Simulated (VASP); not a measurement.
Input of a VASP 6.6.1 run:

POSCAR

```
Ti3Al
1.0
    2.9660669332      0.0000000000      0.0000000000
   -1.4830334666      2.5686893135      0.0000000000
    0.0000000000      0.0000000000      9.3477754233
Ti Al
3 1
Direct
    0.3333333333      0.6666666667      0.2494060000
    0.3333333333      0.6666666667      0.7505940000
    0.6666666667      0.3333333333      0.0000000000
    0.6666666667      0.3333333333      0.5000000000
```

INCAR.step1

```
SYSTEM = Ti3Al
  ALGO = Normal
  EDIFF = 1E-4
  ENCUT = 520
  GGA = PE
  ISMEAR = -1
  LASPH = .TRUE.
  LCHARG = .FALSE.
  LREAL = .FALSE.
  LWAVE = .TRUE.
  NBANDS = 28
  NELM = 80
  PREC = Accurate
  SIGMA = 0.05
```

File INCAR.step2:

```
SYSTEM = Ti3Al
  ALGO = Normal
  EDIFF = 1E-6
  ENCUT = 520
  ISIF = 2
  ISMEAR = -1
  ISTART = 1
  LASPH = .TRUE.
  LCHARG = .FALSE.
  LMIXTAU = .TRUE.
  LREAL = .FALSE.
  LWAVE = .FALSE.
  METAGGA = R2SCAN
  NBANDS = 28
  NELM = 80
  PREC = Accurate
  SIGMA = 0.05
```

The input KPOINTS:

```
k-points
0
G
  10 10 3
  0 0 0
```

Potentials or basis: VASP PAW PBE potentials, release 64 (Ti_sv, Al).

Run with:

```bash
$ cat potpaw_PBE.64/Ti_sv/POTCAR potpaw_PBE.64/Al/POTCAR > POTCAR
$ cp INCAR.step1 INCAR
$ mpirun -np 1 vasp_std > vasp.out
$ cp INCAR.step2 INCAR
$ mpirun -np 1 vasp_std > vasp.out
```

Q: Estimate the pressure.

A: -4.7 GPa.

Q: Predict the largest force.

A: 0.010 eV/Å.

Stress tensor (GPa, compression positive):
```
-4.64  0.00  0.00
 0.00 -4.64  0.00
 0.00  0.00 -4.90
```

Caveat: the PAW data sets were made with another functional, which shifts forces and pressure a little.
